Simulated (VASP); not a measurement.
# Y2Ge3 (P-6m2) in VASP: notebook

Y2Ge3 is run at these levels: r2SCAN; tasks: single point.

Program: VASP 6.6.1. These are calculated values, not measurements. Logs are shortened: lines on timing, memory, paths and dates and some standing lists are left out, and cuts for length are marked.

## (1) The cell of the first run

The structure is hexagonal, space group P-6m2 (No. 187). The conventional cell has a = 4.093 Å, b = 4.093 Å, c = 6.653 Å, α = 90.00°, β = 90.00°, γ = 120.00°. Y (site symmetry 3m) has 9 Ge at 2.82 to 2.96 Å and 2 Y at 3.08 to 3.57 Å within 3.7 Å. Ge (site symmetry -6m2) has 3 Ge at 2.36 Å and 6 Y at 2.96 Å within 3.1 Å. Within 3.7 Å of Ge (site symmetry -6m2) lie 6 Y at 2.82 Å and 2 Ge at 3.33 Å. Ge (site symmetry -6m2) has 3 Ge at 2.36 Å and 6 Y at 2.96 Å within 3.1 Å.

## (2) Single point, r2SCAN

Input file POSCAR:

```
Y2Ge3
1.0
    4.0929053478      0.0000000000      0.0000000000
   -2.0464526739      3.5445600065      0.0000000000
    0.0000000000      0.0000000000      6.6529465681
Y Ge
2 3
Direct
    0.0000000000      0.0000000000      0.2685174233
    0.0000000000      0.0000000000      0.7314825767
    0.6666666667      0.3333333333      0.0000000000
    0.6666666667      0.3333333333      0.5000000000
    0.3333333333      0.6666666667      0.0000000000
```

Input file INCAR.step1:

```
SYSTEM = Y2Ge3
  PREC = Accurate
  ENCUT = 520
  ISMEAR = -1
  SIGMA = 0.05
  LREAL = .False.
  LASPH = .True.
  NELM = 60
  NBANDS = 40
  GGA = PE
  ALGO = Normal
  EDIFF = 1E-4
  LWAVE = .True.
  LCHARG = .False.
```

Input file INCAR.step2:

```
SYSTEM = Y2Ge3
  PREC = Accurate
  ENCUT = 520
  EDIFF = 1E-6
  ISMEAR = -1
  SIGMA = 0.05
  LREAL = .False.
  LASPH = .True.
  NELM = 60
  ALGO = Normal
  ISIF = 2
  LWAVE = .False.
  LCHARG = .False.
  METAGGA = R2SCAN
  LMIXTAU = .True.
  NBANDS = 40
  ISTART = 1
```

Input file KPOINTS:

```
regular mesh
0
Gamma
  7 7 4
  0 0 0
```

Potentials or basis: VASP PAW PBE potentials, release 64 (Y_sv, Ge_d).

On the command line:

```console
cat potpaw_PBE.64/Y_sv/POTCAR potpaw_PBE.64/Ge_d/POTCAR > POTCAR
cp INCAR.step1 INCAR
mpirun -np 1 vasp_std > vasp.out
cp INCAR.step2 INCAR
mpirun -np 1 vasp_std > vasp.out
```

OUTCAR:

```text
SYSTEM = Y2Ge3
   PREC = Accurate
   ENCUT = 520
   EDIFF = 1E-6
   ISMEAR = -1
   LREAL = .False.
   LASPH = .True.
   NELM = 60
   ISIF = 2
   METAGGA = R2SCAN
   ISTART = 1

 ion  position               nearest neighbor table
   1  0.000  0.000  0.269-   4 2.82   4 2.82   4 2.82   5 2.96   3 2.96   3 2.96   5 2.96   5 2.96
                             3 2.96   2 3.08   2 3.57
   2  0.000  0.000  0.731-   4 2.82   4 2.82   4 2.82   5 2.96   3 2.96   3 2.96   5 2.96   5 2.96
                             3 2.96   1 3.08   1 3.57
   3  0.667  0.333  0.000-   5 2.36   5 2.36   5 2.36   1 2.96   2 2.96   1 2.96   2 2.96   1 2.96
                             2 2.96
   4  0.667  0.333  0.500-   1 2.82   2 2.82   1 2.82   2 2.82   1 2.82   2 2.82
   5  0.333  0.667  0.000-   3 2.36   3 2.36   3 2.36   1 2.96   2 2.96   2 2.96   1 2.96   2 2.96
                             1 2.96

  LATTYP: Found a hexagonal cell.
 ALAT       =     4.0929053478
 C/A-ratio  =     1.6254826346

  Lattice vectors:

 A1 = (   4.0929053478,   0.0000000000,   0.0000000000)
 A2 = (  -2.0464526739,   3.5445600065,   0.0000000000)
 A3 = (   0.0000000000,   0.0000000000,   6.6529465681)

Analysis of symmetry for initial positions (statically):
=====================================================================
 Subroutine PRICEL returns:
 Original cell was already a primitive cell.

 Routine SETGRP: Setting up the symmetry group for a
 hexagonal supercell.

 Subroutine GETGRP returns: Found 12 space group operations
 (whereof 12 operations were pure point group operations)
 out of a pool of 24 trial point group operations.

The static configuration has the point symmetry D_3h.

Analysis of symmetry for dynamics (positions and initial velocities):
=====================================================================
 Subroutine PRICEL returns:
 Original cell was already a primitive cell.

 Routine SETGRP: Setting up the symmetry group for a
 hexagonal supercell.

 Subroutine GETGRP returns: Found 12 space group operations
 (whereof 12 operations were pure point group operations)
 out of a pool of 24 trial point group operations.

The dynamic configuration has the point symmetry D_3h.

 Subroutine INISYM returns: Found 12 space group operations
 (whereof 12 operations are pure point group operations),
 and found     1 'primitive' translations

----------------------------------------------------------------------------------------

                                     Primitive cell

  volume of cell :      96.5179

  direct lattice vectors                    reciprocal lattice vectors
     4.092905348  0.000000000  0.000000000     0.244325220  0.141061232  0.000000000
    -2.046452674  3.544560006  0.000000000     0.000000000  0.282122463  0.000000000
     0.000000000  0.000000000  6.652946568     0.000000000  0.000000000  0.150309339

  length of vectors
     4.092905348  4.092905348  6.652946568     0.282122463  0.282122463  0.150309339

  position of ions in fractional coordinates (direct lattice)
     0.000000000  0.000000000  0.268517423
     0.000000000  0.000000000  0.731482577
     0.666666667  0.333333333  0.000000000
     0.666666667  0.333333333  0.500000000
     0.333333333  0.666666667  0.000000000

  ion indices of the primitive-cell ions
   primitive index   ion index
                 1           1
                 2           2
                 3           3
                 4           4
                 5           5

----------------------------------------------------------------------------------------

 KPOINTS: regular mesh

Automatic generation of k-mesh.
 Grid dimensions read from file:
 generate k-points for:    7    7    4

 Generating k-lattice:

  Cartesian coordinates                     Fractional coordinates (reciprocal lattice)
     0.034903603  0.020151605  0.000000000     0.142857143  0.000000000  0.000000000
     0.000000000  0.040303209  0.000000000     0.000000000  0.142857143  0.000000000
     0.000000000  0.000000000  0.037577335     0.000000000  0.000000000  0.250000000

  Length of vectors
     0.040303209  0.040303209  0.037577335

  Shift w.r.t. Gamma in fractional coordinates (k-lattice)
     0.000000000  0.000000000  0.000000000

 Subroutine IBZKPT returns following result:
 ===========================================

 Found     24 irreducible k-points:

 Following reciprocal coordinates:
            Coordinates               Weight
  0.000000  0.000000  0.000000      1.000000
  0.142857  0.000000  0.000000      6.000000
  0.285714 -0.000000  0.000000      6.000000
  0.428571  0.000000  0.000000      6.000000
  0.142857  0.142857  0.000000      6.000000
  0.285714  0.142857  0.000000     12.000000
[... 16 lines left out ...]
  0.428571  0.142857  0.500000      6.000000
  0.285714  0.285714  0.500000      6.000000
   k-points           NKPTS =     24   k-points in BZ     NKDIM =     24   number of bands    NBANDS=     40
   number of dos      NEDOS =    301   number of ions     NIONS =      5
   total plane-waves  NPLWV =  45000
   dimension x,y,z NGX =    30 NGY =   30 NGZ =   50
   dimension x,y,z NGXF=    60 NGYF=   60 NGZF=  100
   ions per type =               2   3
   NGX,Y,Z   is equivalent  to a cutoff of  12.19, 12.19, 12.49 a.u.
   NGXF,Y,Z  is equivalent  to a cutoff of  24.37, 24.37, 24.99 a.u.
 SYSTEM =  Y2Ge3
   PREC   = accura    normal or accurate (medium, high low for compatibility)
   ISTART =      1    job   : 0-new  1-cont  2-samecut
   ICHARG =      0    charge: 1-file 2-atom 10-const
   ISPIN  =      1    spin polarized calculation?
   LNONCOLLINEAR =      F non collinear calculations
   LSORBIT =      F    spin-orbit coupling
   LASPH  =      T    aspherical Exc in radial PAW
   ENCUT  =  520.0 eV  38.22 Ry    6.18 a.u.   7.61  7.61 12.37*2*pi/ulx,y,z
   NELM   =     60;   NELMIN=  2; NELMDL=  0     # of ELM steps
   EDIFF  = 0.1E-05   stopping-criterion for ELM
   LREAL  =      F    real-space projection
   EDIFFG = 0.1E-04   stopping-criterion for IOM
   NSW    =      0    number of steps for IOM
   IBRION =     -1    ionic relax: 0-MD 1-quasi-New 2-CG
   NFREE  =      0    steps in history (QN), initial steepest desc. (CG)
   ISIF   =      2    stress and relaxation
   ISYM   =      2    0-nonsym 1-usesym 2-fastsym
   POTIM  = 0.5000    time-step for ionic-motion
   TEBEG  =    0.0;   TEEND  =   0.0 temperature during run
   PSTRESS=    0.0 pullay stress
   NELECT =      64.0000    total number of electrons
   NUPDOWN=      -1.0000    fix difference up-down
   EMIN   =  10.00;   EMAX   =-10.00  energy-range for DOS
   EFERMI =   0.00;   METHOD = LEGACY
   ISMEAR =    -1;   SIGMA  =   0.05  broadening in eV -4-tet -1-fermi 0-gaus
   EFERMI_NEDOS =   21; number of points for ismear=-14 and -15
   IALGO  =     38    algorithm
   IMIX   =      4    mixing-type and parameters
     AMIX     =   0.40;   BMIX     =  1.00
     AMIX_MAG =   1.60;   BMIX_MAG =  1.00
  volume/ion in A,a.u.               =      19.30       130.27
  Fermi-wavevector in a.u.,A,eV,Ry     =   1.427575  2.697725 27.728253  2.037969
  Thomas-Fermi vector in A             =   2.547729
   LORBIT       =      0    0 simple, 1 ext, 2 COOP (PROOUT), +10 PAW based schemes
   METAGGA = R2SCAN    functional components
   LHFCALC =     F    Hartree Fock is set to
   AEXX    =    0.0000 exact exchange contribution
   IVDW    =     0    specifies the selected vdW correction
   LEPSILON=     F    determine dielectric tensor
   LRPA    =     F    only Hartree local field effects (RPA)
 non-spin polarized calculation
  energy-cutoff  :      520.00
  volume of cell :       96.52
 maximum number of plane-waves:      2629
   NGX = 15   NGY = 15   NGZ = 25

 number of electron      63.9999944 magnetization

 Free energy of the ion-electron system (eV)
  ---------------------------------------------------
  ext. energy  EPLUGINS =         0.00000000
  ---------------------------------------------------
  free energy    TOTEN  =       -83.90845221 eV

  energy without entropy =      -83.89262614  energy(sigma->0) =      -83.90053917

 E-fermi :   6.2077     XC(G=0): -12.1833

 val. band max:        6.1797023935   @ k =   0.1429   0.0000   0.0000
 cond. band min:       6.2147509599   @ k =   0.1429   0.0000   0.0000
 fundamental gap:      0.0350485664
 Fermi energy:         6.2076565128

 k-point     1 :       0.0000    0.0000    0.0000
  band No.  band energies     occupation
      1     -37.2055      2.00000
      2     -37.1207      2.00000
      3     -19.5643      2.00000
      4     -19.5643      2.00000
      5     -19.5196      2.00000
      6     -19.4882      2.00000
[... 32 lines left out ...]
     39      10.8063      0.00000
     40      10.8168      0.00000

 k-point     2 :       0.1429    0.0000    0.0000
  band No.  band energies     occupation
      1     -37.2033      2.00000
      2     -37.1190      2.00000
      3     -19.5862      2.00000
      4     -19.5853      2.00000
      5     -19.5193      2.00000
      6     -19.4920      2.00000
[... 32 lines left out ...]
     39      10.6753      0.00000
     40      10.7029      0.00000

 k-point     3 :       0.2857   -0.0000    0.0000
  band No.  band energies     occupation
      1     -37.1984      2.00000
      2     -37.1149      2.00000
      3     -19.6275      2.00000
      4     -19.6253      2.00000
      5     -19.5149      2.00000
      6     -19.5004      2.00000
[... 32 lines left out ...]
     39      10.6612      0.00000
     40      10.9914      0.00000

 k-point     4 :       0.4286    0.0000    0.0000
  band No.  band energies     occupation
      1     -37.1944      2.00000
      2     -37.1117      2.00000
      3     -19.6571      2.00000
      4     -19.6509      2.00000
      5     -19.5106      2.00000
      6     -19.5070      2.00000
[... 32 lines left out ...]
     39      11.4593      0.00000
     40      12.1940      0.00000
[... 772 lines left out ...]
     39      10.8703      0.00000
     40      11.8119      0.00000

 k-point    23 :       0.4286    0.1429    0.5000
  band No.  band energies     occupation
      1     -37.1783      2.00000
      2     -37.1262      2.00000
      3     -19.6977      2.00000
      4     -19.6128      2.00000
      5     -19.5173      2.00000
      6     -19.5087      2.00000
[... 32 lines left out ...]
     39      10.5755      0.00000
     40      11.4316      0.00000

 k-point    24 :       0.2857    0.2857    0.5000
  band No.  band energies     occupation
      1     -37.1778      2.00000
      2     -37.1258      2.00000
      3     -19.7149      2.00000
      4     -19.5871      2.00000
      5     -19.5290      2.00000
      6     -19.5094      2.00000
[... 32 lines left out ...]
     39      11.5746      0.00000
     40      11.6125      0.00000

------------------------ aborting loop because EDIFF is reached ----------------------------------------

  FORCE on cell =-STRESS in cart. coord.  units (eV):
  Direction    XX          YY          ZZ          XY          YZ          ZX
  --------------------------------------------------------------------------------------
  -------------------------------------------------------------------------------------
  Total       12.0290090     12.0290090     11.9984636      0.0000000      0.0000000     -0.0000000
  in kB      199.6789858    199.6789858    199.1719385      0.0000000      0.0000000     -0.0000000
  external PRESSURE =     199.5099700 kB  Pullay stress =       0.0000000 kB

 VOLUME and BASIS-vectors are now :
 -----------------------------------------------------------------------------
  energy-cutoff  :      520.00
  volume of cell :       96.52
      direct lattice vectors                 reciprocal lattice vectors
     4.092905348  0.000000000  0.000000000     0.244325220  0.141061232  0.000000000
    -2.046452674  3.544560006  0.000000000     0.000000000  0.282122463  0.000000000
     0.000000000  0.000000000  6.652946568     0.000000000  0.000000000  0.150309339

 POSITION                                       TOTAL-FORCE (eV/Angst)
 -----------------------------------------------------------------------------------
      0.00000      0.00000      1.78643         0.000000     -0.000000     -0.011643
      0.00000      0.00000      4.86651         0.000000     -0.000000      0.011643
      2.04645      1.18152      0.00000         0.000000     -0.000000      0.000000
      2.04645      1.18152      3.32647         0.000000     -0.000000      0.000000
     -0.00000      2.36304      0.00000        -0.000000      0.000000      0.000000
 -----------------------------------------------------------------------------------
    total drift:                               -0.000003      0.000002      0.000000

  FREE ENERGIE OF THE ION-ELECTRON SYSTEM (eV)
  ---------------------------------------------------
  free  energy   TOTEN  =       -83.9084522065 eV

  energy  without entropy=      -83.8926261400  energy(sigma->0) =      -83.90053917
```

Wall time 7.8 min (1 thread of Oxide Virtual Turin-like, shared host); peak memory 0.23 GiB.

Results:

| Item | Value |
| --- | --- |
| Free energy | -83.9085 eV |
| Pressure | 20.0 GPa |
| Largest force | 0.012 eV/Å |
| Band gap on the k mesh | zero (bands 32 and 33 overlap by 1.35 eV) |

Forces on the atoms (eV/Å):
```
Y    0.000  0.000 -0.012
Y    0.000  0.000  0.012
Ge   0.000  0.000  0.000
Ge   0.000  0.000  0.000
Ge   0.000  0.000  0.000
```

Caveat: the cell stands under pressure; the PAW data sets were made with another functional, which shifts forces and pressure a little.

## (3) Single point, r2SCAN

This run uses another cell than the first one, of 20.93 Å³/atom.

Input file POSCAR:

```
Y2Ge3
1.0
    4.2016689581      0.0000000000      0.0000000000
   -2.1008344791      3.6387520560      0.0000000000
    0.0000000000      0.0000000000      6.8449152107
Y Ge
2 3
Direct
    0.0000000000      0.0000000000      0.2685163730
    0.0000000000      0.0000000000      0.7314836270
    0.6666666667      0.3333333333      0.0000000000
    0.6666666667      0.3333333333      0.5000000000
    0.3333333333      0.6666666667      0.0000000000
```

Input file INCAR.step1:

```
SYSTEM = Y2Ge3
PREC = Accurate
ENCUT = 520
ISMEAR = -1
SIGMA = 0.05
LREAL = .FALSE.
LASPH = .TRUE.
NELM = 80
NBANDS = 40
GGA = PE
ALGO = Normal
EDIFF = 1E-4
LWAVE = .TRUE.
LCHARG = .FALSE.
```

Input file INCAR.step2:

```
SYSTEM = Y2Ge3
PREC = Accurate
ENCUT = 520
EDIFF = 1E-6
ISMEAR = -1
SIGMA = 0.05
LREAL = .FALSE.
LASPH = .TRUE.
NELM = 80
ALGO = Normal
ISIF = 2
LWAVE = .FALSE.
LCHARG = .FALSE.
METAGGA = R2SCAN
LMIXTAU = .TRUE.
NBANDS = 40
ISTART = 1
```

Input file KPOINTS:

```
Automatic mesh
0
G
  7 7 4
  0 0 0
```

Potentials or basis: VASP PAW PBE potentials, release 64 (Y_sv, Ge_d).

On the command line:

```console
cat potpaw_PBE.64/Y_sv/POTCAR potpaw_PBE.64/Ge_d/POTCAR > POTCAR
cp INCAR.step1 INCAR
mpirun -np 1 vasp_std > vasp.out
cp INCAR.step2 INCAR
mpirun -np 1 vasp_std > vasp.out
```

It took 8.2 min on 1 thread of Oxide Virtual Turin-like, shared host; peak memory 0.25 GiB.

Results (log left out):

```yaml
Free_energy: -84.6560 eV
Pressure: 10.0 GPa
Band_gap_on_the_k_mesh: zero (bands 32 and 33 overlap by 1.49 eV)
```

Stress tensor (GPa, compression positive):
```
10.00  0.00  0.00
 0.00 10.00  0.00
 0.00  0.00  9.93
```

Levels at points of the mesh, in eV from the Fermi level:
```csv
k point,band 28,band 29,band 30,band 31,band 32,band 33,band 34,band 35,band 36,band 37
"(0.00, 0.00, 0.00)",-3.26,-2.49,-0.73,-0.73,-0.15,0.82,0.82,1.14,1.79,1.79
"(0.00, 0.00, 0.50)",-3.15,-2.72,-1.79,-0.61,-0.61,0.04,0.04,2.08,2.08,2.11
```

Caveat: the cell stands under pressure; the PAW data sets were made with another functional, which shifts forces and pressure a little.

(Part 1 of 2 ends here.)

The gap in the log of VASP goes by the Fermi energy; the results here count the filled bands.